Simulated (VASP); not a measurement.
# C: single point with PBEsol

Crystal: C.

```
C
1.0
     2.12576   -1.22732   -0.01185
     2.12576    1.22732   -0.01185
    -1.39757    0.00000    3.31617
C
2
Direct
  0.16662 0.16662 0.99986
  0.83338 0.83338 0.00014
```

| Item | Value |
| --- | --- |
| Program | VASP 6.6.1 |
| Task | single point |
| Functional | PBEsol |
| Potentials or basis | VASP PAW PBE potentials, release 64 (C) |
| Cutoff | 520 eV |
| k mesh | 13 × 13 × 8 |
| Occupations | fermi-dirac, width 0.05 eV |
| Spin | no spin polarisation |

- Pressure: 2.7 GPa

Stress tensor (GPa, compression positive):
```
 3.05  0.00 -0.01
 0.00  3.05  0.00
-0.01  0.00  1.91
```

Run time: 100 s on 1 thread of Intel Xeon 8259CL, on a shared host, peak memory 0.16 GiB.

Caveat: this functional lacks dispersion, which binds layers or chains, so the pressure and a relaxed spacing across them are unreliable; the PAW data sets were made with another functional, which shifts forces and pressure a little.
